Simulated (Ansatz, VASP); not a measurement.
## Hf in VASP and in Ansatz

```
CELL_PARAMETERS angstrom
-1.81695 1.81695 1.81695
1.81695 -1.81695 1.81695
1.81695 1.81695 -1.81695
ATOMIC_POSITIONS crystal
Hf 0.00000 0.00000 0.00000
```

Change from the starting cell: volume scaled by 1.02.

Alike in both runs: task single point; functional LDA; k mesh 10 × 10 × 10; occupations fermi-dirac, width 0.05 eV; no spin polarisation.

```csv
,VASP,Ansatz
version,VASP 6.6.1,Ansatz 0.2.0
potentials or method,"VASP PAW LDA potentials, release 64 (Hf_pv), cutoff 520 eV","all-electron LAPW, scalar-relativistic"
```

|  | VASP | Ansatz | Ansatz less VASP |
| --- | --- | --- | --- |
| gap on the k mesh at the Fermi level (eV) | none | none | - |
| pressure (GPa) | -13.9 | -13.9 | +0.02 |

LDA's correlation is that of Perdew and Zunger in VASP and of Perdew and Wang (1992) in Ansatz. A gap of «none» marks a metal or a gap that the smearing closes. Ansatz ran all-electron here, and VASP with PAW potentials.

Neither program's run includes spin-orbit coupling.
